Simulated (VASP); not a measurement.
# Sn3Te (Pm-3m) in VASP: a series of runs

The runs below take Sn3Te through single point, with LDA.

Everything below comes from runs of VASP 6.6.1. Logs are shortened: lines on timing, memory, paths and dates and some standing lists are left out, and cuts for length are marked.

**1. The cell of the first run**

Symmetry: Pm-3m, No. 221, cubic system. Conventional cell: a = 4.866 Å, b = 4.866 Å, c = 4.866 Å, α = 90.00°, β = 90.00°, γ = 90.00°. Within 4.5 Å of Te (site symmetry m-3m) lie 12 Sn at 3.44 Å. Within 4.5 Å of Sn (site symmetry 4/mmm) lie 4 Te at 3.44 Å and 8 Sn at 3.44 Å.

**2. Single point, LDA**

Input file INCAR:

```
SYSTEM = Sn3Te
PREC = Accurate ; ENCUT = 520
EDIFF = 1E-7 ; ISMEAR = 1
SIGMA = 0.05 ; LREAL = .False.
LASPH = .True. ; NELM = 80
ALGO = Normal ; ISIF = 2
LWAVE = .False. ; LCHARG = .False.
GGA = CA ; NBANDS = 32
```

Input file KPOINTS:

```
regular mesh
0
Gamma
  5 5 5
  0 0 0
```

Input file POSCAR:

```
Sn3Te
1.0
    4.8656220000      0.0000000000      0.0000000000
    0.0000000000      4.8656220000      0.0000000000
    0.0000000000      0.0000000000      4.8656220000
Te Sn
1 3
Direct
    0.0000000000      0.0000000000      0.0000000000
    0.0000000000      0.5000000000      0.5000000000
    0.5000000000      0.0000000000      0.5000000000
    0.5000000000      0.5000000000      0.0000000000
```

Potentials or basis: VASP PAW LDA potentials, release 64 (Te, Sn_d).

Started as:

```sh
$ cat potpaw_LDA.64/Te/POTCAR potpaw_LDA.64/Sn_d/POTCAR > POTCAR
$ mpirun -np 1 vasp_std > vasp.out
```

OUTCAR:

```text
SYSTEM = Sn3Te
   PREC = Accurate
   ENCUT = 520
   EDIFF = 1E-7
   ISMEAR = 1
   LREAL = .False.
   LASPH = .True.
   NELM = 80
   ISIF = 2
   GGA = CA

 ion  position               nearest neighbor table
   1  0.000  0.000  0.000-   2 3.44   3 3.44   4 3.44   2 3.44   3 3.44   2 3.44   4 3.44   2 3.44
                             3 3.44   4 3.44   3 3.44   4 3.44
   2  0.000  0.500  0.500-   1 3.44   3 3.44   4 3.44   1 3.44   4 3.44   1 3.44   3 3.44   1 3.44
                             3 3.44   4 3.44   4 3.44   3 3.44
   3  0.500  0.000  0.500-   1 3.44   2 3.44   4 3.44   1 3.44   4 3.44   2 3.44   4 3.44   4 3.44
                             1 3.44   2 3.44   1 3.44   2 3.44
   4  0.500  0.500  0.000-   1 3.44   2 3.44   3 3.44   2 3.44   3 3.44   1 3.44   3 3.44   3 3.44
                             1 3.44   2 3.44   2 3.44   1 3.44

  LATTYP: Found a simple cubic cell.
 ALAT       =     4.8656220000

  Lattice vectors:

 A1 = (   4.8656220000,   0.0000000000,   0.0000000000)
 A2 = (   0.0000000000,   4.8656220000,   0.0000000000)
 A3 = (   0.0000000000,   0.0000000000,   4.8656220000)

Analysis of symmetry for initial positions (statically):
=====================================================================
 Subroutine PRICEL returns:
 Original cell was already a primitive cell.

 Routine SETGRP: Setting up the symmetry group for a
 simple cubic supercell.

 Subroutine GETGRP returns: Found 48 space group operations
 (whereof 48 operations were pure point group operations)
 out of a pool of 48 trial point group operations.

The static configuration has the point symmetry O_h .

Analysis of symmetry for dynamics (positions and initial velocities):
=====================================================================
 Subroutine PRICEL returns:
 Original cell was already a primitive cell.

 Routine SETGRP: Setting up the symmetry group for a
 simple cubic supercell.

 Subroutine GETGRP returns: Found 48 space group operations
 (whereof 48 operations were pure point group operations)
 out of a pool of 48 trial point group operations.

The dynamic configuration has the point symmetry O_h .

 Subroutine INISYM returns: Found 48 space group operations
 (whereof 48 operations are pure point group operations),
 and found     1 'primitive' translations

----------------------------------------------------------------------------------------

                                     Primitive cell

  volume of cell :     115.1901

  direct lattice vectors                    reciprocal lattice vectors
     4.865622000  0.000000000  0.000000000     0.205523569  0.000000000  0.000000000
     0.000000000  4.865622000  0.000000000     0.000000000  0.205523569  0.000000000
     0.000000000  0.000000000  4.865622000     0.000000000  0.000000000  0.205523569

  length of vectors
     4.865622000  4.865622000  4.865622000     0.205523569  0.205523569  0.205523569

  position of ions in fractional coordinates (direct lattice)
     0.000000000  0.000000000  0.000000000
     0.000000000  0.500000000  0.500000000
     0.500000000  0.000000000  0.500000000
     0.500000000  0.500000000  0.000000000

  ion indices of the primitive-cell ions
   primitive index   ion index
                 1           1
                 2           2
                 3           3
                 4           4

----------------------------------------------------------------------------------------

 KPOINTS: regular mesh

Automatic generation of k-mesh.
 Grid dimensions read from file:
 generate k-points for:    5    5    5

 Generating k-lattice:

  Cartesian coordinates                     Fractional coordinates (reciprocal lattice)
     0.041104714  0.000000000  0.000000000     0.200000000  0.000000000  0.000000000
     0.000000000  0.041104714  0.000000000     0.000000000  0.200000000  0.000000000
     0.000000000  0.000000000  0.041104714     0.000000000  0.000000000  0.200000000

  Length of vectors
     0.041104714  0.041104714  0.041104714

  Shift w.r.t. Gamma in fractional coordinates (k-lattice)
     0.000000000  0.000000000  0.000000000

 Subroutine IBZKPT returns following result:
 ===========================================

 Found     10 irreducible k-points:

 Following reciprocal coordinates:
            Coordinates               Weight
  0.000000  0.000000  0.000000      1.000000
  0.200000  0.000000  0.000000      6.000000
  0.400000  0.000000  0.000000      6.000000
  0.200000  0.200000  0.000000     12.000000
  0.400000  0.200000  0.000000     24.000000
  0.400000  0.400000  0.000000     12.000000
  0.200000  0.200000  0.200000      8.000000
  0.400000  0.200000  0.200000     24.000000
  0.400000  0.400000  0.200000     24.000000
  0.400000  0.400000  0.400000      8.000000
   k-points           NKPTS =     10   k-points in BZ     NKDIM =     10   number of bands    NBANDS=     32
   number of dos      NEDOS =    301   number of ions     NIONS =      4
   total plane-waves  NPLWV =  46656
   dimension x,y,z NGX =    36 NGY =   36 NGZ =   36
   dimension x,y,z NGXF=    72 NGYF=   72 NGZF=   72
   ions per type =               1   3
   NGX,Y,Z   is equivalent  to a cutoff of  12.30, 12.30, 12.30 a.u.
   NGXF,Y,Z  is equivalent  to a cutoff of  24.60, 24.60, 24.60 a.u.
 SYSTEM =  Sn3Te
   PREC   = accura    normal or accurate (medium, high low for compatibility)
   ISTART =      0    job   : 0-new  1-cont  2-samecut
   ICHARG =      2    charge: 1-file 2-atom 10-const
   ISPIN  =      1    spin polarized calculation?
   LNONCOLLINEAR =      F non collinear calculations
   LSORBIT =      F    spin-orbit coupling
   LASPH  =      T    aspherical Exc in radial PAW
   ENCUT  =  520.0 eV  38.22 Ry    6.18 a.u.   9.05  9.05  9.05*2*pi/ulx,y,z
   NELM   =     80;   NELMIN=  2; NELMDL= -5     # of ELM steps
   EDIFF  = 0.1E-06   stopping-criterion for ELM
   LREAL  =      F    real-space projection
   EDIFFG = 0.1E-05   stopping-criterion for IOM
   NSW    =      0    number of steps for IOM
   IBRION =     -1    ionic relax: 0-MD 1-quasi-New 2-CG
   NFREE  =      0    steps in history (QN), initial steepest desc. (CG)
   ISIF   =      2    stress and relaxation
   ISYM   =      2    0-nonsym 1-usesym 2-fastsym
   POTIM  = 0.5000    time-step for ionic-motion
   TEBEG  =    0.0;   TEEND  =   0.0 temperature during run
   PSTRESS=    0.0 pullay stress
   NELECT =      48.0000    total number of electrons
   NUPDOWN=      -1.0000    fix difference up-down
   EMIN   =  10.00;   EMAX   =-10.00  energy-range for DOS
   EFERMI =   0.00;   METHOD = LEGACY
   ISMEAR =     1;   SIGMA  =   0.05  broadening in eV -4-tet -1-fermi 0-gaus
   EFERMI_NEDOS =   21; number of points for ismear=-14 and -15
   IALGO  =     38    algorithm
   IMIX   =      4    mixing-type and parameters
     AMIX     =   0.40;   BMIX     =  1.00
     AMIX_MAG =   1.60;   BMIX_MAG =  1.00
  volume/ion in A,a.u.               =      28.80       194.34
  Fermi-wavevector in a.u.,A,eV,Ry     =   1.222785  2.310729 20.343484  1.495204
  Thomas-Fermi vector in A             =   2.357920
   LORBIT       =      0    0 simple, 1 ext, 2 COOP (PROOUT), +10 PAW based schemes
   GGA     = CA    functional components
   LHFCALC =     F    Hartree Fock is set to
   AEXX    =    0.0000 exact exchange contribution
   IVDW    =     0    specifies the selected vdW correction
   LEPSILON=     F    determine dielectric tensor
   LRPA    =     F    only Hartree local field effects (RPA)
 non-spin polarized calculation
 Methfessel and Paxton  Order N= 1 SIGMA  =   0.05
  energy-cutoff  :      520.00
  volume of cell :      115.19
 maximum number of plane-waves:      3116
   NGX = 19   NGY = 19   NGZ = 19

 number of electron      48.0000021 magnetization

 Free energy of the ion-electron system (eV)
  ---------------------------------------------------
  ext. energy  EPLUGINS =         0.00000000
  ---------------------------------------------------
  free energy    TOTEN  =       -16.76303337 eV

  energy without entropy =      -16.76360934  energy(sigma->0) =      -16.76322536

 E-fermi :   7.3547     XC(G=0): -10.2846

 val. band max:        7.3402546157   @ k =   0.4000   0.2000   0.2000
 cond. band min:       7.4003212810   @ k =   0.4000   0.4000   0.0000
 fundamental gap:      0.0600666653
 Fermi energy:         7.3546700884

 k-point     1 :       0.0000    0.0000    0.0000
  band No.  band energies     occupation
      1     -14.1959      2.00000
      2     -14.1959      2.00000
      3     -14.1959      2.00000
      4     -14.1804      2.00000
      5     -14.1804      2.00000
      6     -14.1504      2.00000
[... 24 lines left out ...]
     31      12.2298      0.00000
     32      12.6772      0.00000

 k-point     2 :       0.2000    0.0000    0.0000
  band No.  band energies     occupation
      1     -14.1924      2.00000
      2     -14.1809      2.00000
      3     -14.1809      2.00000
      4     -14.1794      2.00000
      5     -14.1713      2.00000
      6     -14.1400      2.00000
[... 24 lines left out ...]
     31      12.6603      0.00000
     32      12.6603      0.00000

 k-point     3 :       0.4000    0.0000    0.0000
  band No.  band energies     occupation
      1     -14.1857      2.00000
      2     -14.1779      2.00000
      3     -14.1523      2.00000
      4     -14.1523      2.00000
      5     -14.1507      2.00000
      6     -14.1383      2.00000
[... 24 lines left out ...]
     31      11.2789      0.00000
     32      13.4271      0.00000

 k-point     4 :       0.2000    0.2000    0.0000
  band No.  band energies     occupation
      1     -14.1820      2.00000
      2     -14.1813      2.00000
      3     -14.1745      2.00000
      4     -14.1726      2.00000
      5     -14.1582      2.00000
      6     -14.1380      2.00000
[... 164 lines left out ...]
     31      11.9298      0.00000
     32      14.0060      0.00000

 k-point     9 :       0.4000    0.4000    0.2000
  band No.  band energies     occupation
      1     -14.1765      2.00000
      2     -14.1726      2.00000
      3     -14.1722      2.00000
      4     -14.1483      2.00000
      5     -14.1403      2.00000
      6     -14.1317      2.00000
[... 24 lines left out ...]
     31      12.6683      0.00000
     32      14.3728      0.00000

 k-point    10 :       0.4000    0.4000    0.4000
  band No.  band energies     occupation
      1     -14.1884      2.00000
      2     -14.1756      2.00000
      3     -14.1756      2.00000
      4     -14.1647      2.00000
      5     -14.1415      2.00000
      6     -14.1294      2.00000
[... 24 lines left out ...]
     31      12.5223      0.00000
     32      15.2092      0.00000

------------------------ aborting loop because EDIFF is reached ----------------------------------------

  FORCE on cell =-STRESS in cart. coord.  units (eV):
  Direction    XX          YY          ZZ          XY          YZ          ZX
  --------------------------------------------------------------------------------------
  -------------------------------------------------------------------------------------
  Total       -2.0624409     -2.0624409     -2.0624409     -0.0000000     -0.0000000      0.0000000
  in kB      -28.6864619    -28.6864619    -28.6864619     -0.0000000     -0.0000000      0.0000000
  external PRESSURE =     -28.6864619 kB  Pullay stress =       0.0000000 kB

 VOLUME and BASIS-vectors are now :
 -----------------------------------------------------------------------------
  energy-cutoff  :      520.00
  volume of cell :      115.19
      direct lattice vectors                 reciprocal lattice vectors
     4.865622000  0.000000000  0.000000000     0.205523569  0.000000000  0.000000000
     0.000000000  4.865622000  0.000000000     0.000000000  0.205523569  0.000000000
     0.000000000  0.000000000  4.865622000     0.000000000  0.000000000  0.205523569

 POSITION                                       TOTAL-FORCE (eV/Angst)
 -----------------------------------------------------------------------------------
      0.00000      0.00000      0.00000         0.000000      0.000000      0.000000
      0.00000      2.43281      2.43281         0.000000      0.000000      0.000000
      2.43281      0.00000      2.43281         0.000000      0.000000      0.000000
      2.43281      2.43281      0.00000         0.000000      0.000000      0.000000
 -----------------------------------------------------------------------------------
    total drift:                                0.000000      0.000000      0.000000

  FREE ENERGIE OF THE ION-ELECTRON SYSTEM (eV)
  ---------------------------------------------------
  free  energy   TOTEN  =       -16.7630333690 eV

  energy  without entropy=      -16.7636093375  energy(sigma->0) =      -16.76322536
```

It took 26 s on 1 thread of Intel Xeon Platinum 8175M at 2.50GHz (Skylake/Cascade Lake), shared host; peak memory 0.19 GiB.

Results:

* Free energy: -16.7630 eV
* Pressure: -2.9 GPa
* Band gap on the k mesh: zero (band 24 reaches 9.20 eV, above the bottom of band 25 at 7.19 eV)

Caveat: spin-orbit coupling is left out, which moves the levels of the heavy elements.

**3. Single point, LDA**

Input file INCAR:

```
SYSTEM = Sn3Te
PREC = Accurate
ENCUT = 520
EDIFF = 1E-7
ISMEAR = 1
SIGMA = 0.05
LREAL = .False.
LASPH = .True.
NELM = 100
ALGO = Normal
ISIF = 2
LWAVE = .False.
LCHARG = .False.
GGA = CA
NBANDS = 32
```

Input file KPOINTS:

```
regular mesh
0
Gamma
  6 6 6
  0 0 0
```

POSCAR is that of step 2.

Potentials or basis: VASP PAW LDA potentials, release 64 (Te, Sn_d).

Started as:

```sh
$ cat potpaw_LDA.64/Te/POTCAR potpaw_LDA.64/Sn_d/POTCAR > POTCAR
$ mpirun -np 1 vasp_std > vasp.out
```

Run time: 43 s. Hardware: 1 thread of Intel Xeon Platinum 8175M at 2.50GHz (Skylake/Cascade Lake), shared host; peak memory 0.2 GiB.

The run converged. Its results:

```
Free energy            : -16.8977 eV
Pressure               : -3.5 GPa
Band gap on the k mesh : zero (band 24 reaches 10.19 eV, above the bottom of band 25 at 7.06 eV)
```

Levels at points of the mesh, in eV from the Fermi level:
```tsv
k point	band 20	band 21	band 22	band 23	band 24	band 25	band 26	band 27	band 28	band 29
(0.00, 0.00, 0.00)	-4.14	-4.14	-4.14	0.43	0.43	0.43	1.90	1.90	1.90	4.66
(0.50, 0.00, 0.00)	-3.03	-3.03	-1.69	-1.69	-1.46	-0.30	1.84	2.06	2.36	2.36
(0.50, 0.50, 0.00)	-2.21	-1.92	-1.92	-1.88	-0.71	-0.07	-0.07	0.15	3.42	3.42
(0.50, 0.50, 0.50)	-5.12	-5.12	-5.12	-4.26	2.83	2.83	2.83	5.30	5.30	5.30
```

Caveat: spin-orbit coupling is left out, which moves the levels of the heavy elements.

(Continued in part 2 of 2.)
